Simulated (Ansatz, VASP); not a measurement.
One calculation of MgSI, two programs

INCAR

```
PREC = Accurate
ENCUT = 600
EDIFF = 1E-7
ISMEAR = 0
SIGMA = 0.1
LREAL = F
LASPH = T
NELM = 80
ALGO = Normal
ISIF = 3
LWAVE = F
LCHARG = F
GGA = PE
IBRION = 2
NSW = 100
EDIFFG = -0.01
```

KPOINTS

```
regular mesh
0
Gamma
  12 12 10
```

File POSCAR:

```
MgSI
1.0
    4.2388836352      0.0000000000      0.0000000000
   -2.1194418176      3.6709809117      0.0000000000
    0.0000000000      0.0000000000      5.2808267319
Mg S I
1 1 1
Direct
    0.3333333333      0.6666666667      0.5000000000
    0.6666666667      0.3333333333      0.5000000000
    0.0000000000      0.0000000000      0.0000000000
```

Input for Ansatz:

```yaml
crystal:
  lattice:
    - [4.2388836352, 0.0, 0.0]
    - [-2.1194418176, 3.6709809117, 0.0]
    - [0.0, 0.0, 5.2808267319]
  atoms:
    - { symbol: Mg, position: [0.3333333333, 0.6666666667, 0.5] }
    - { symbol: S, position: [0.6666666667, 0.3333333333, 0.5] }
    - { symbol: I, position: [0.0, 0.0, 0.0] }
basis:
  ecutwfc: 420
kpoints:
  mp_grid: { grid: [12, 12, 10] }
hamiltonian:
  xc: pbe
scf:
  occupations: { method: gaussian, width: 0.1 }
output:
  forces: true
  stress: true
  eigenvalues: true
  write_density: true
  write_potential: true
  elf: true
  volumetric_format: npy
relax:
  adjacent_minimum: "off"
  f_tol: 0.01
  max_steps: 80
  cell: { stress_tol: 0.05 }
```

Change from the starting cell: species swapped into the NdAlSi type (P-6m2, No. 187).

Alike in both runs: task relaxation of cell and atoms; functional PBE; k mesh 12 × 12 × 10; occupations gaussian, width 0.1 eV; no spin polarisation.

|  | VASP | Ansatz |
| --- | --- | --- |
| version | VASP 6.6.1 | Ansatz 0.2.0 |
| potentials or method | VASP PAW PBE potentials, release 64 (Mg, S, I), cutoff 600 eV | scalar-relativistic, plane waves, PAW |
| valence electrons in the cell | 15 | 33 |

Ansatz gave:

| Item | Value |
| --- | --- |
| gap on the k mesh at the Fermi level, each at its own relaxed structure (eV) | none |
| relaxed volume (Å³/atom) | 27.27 |
| relaxed cell length with the largest relative difference (Å) | 4.235 |

**Question.** What did VASP give for the same quantities?

**Answer.** gap on the k mesh at the Fermi level, each at its own relaxed structure (eV): none; relaxed volume (Å³/atom): 27.24; relaxed cell length with the largest relative difference (Å): 4.231.

A gap of «none» marks a metal or a gap that the smearing closes. VASP's potentials hold 15 valence electrons a cell and Ansatz's 33, so a difference there can come from the potentials and not from the codes.

Spin-orbit coupling is off throughout.
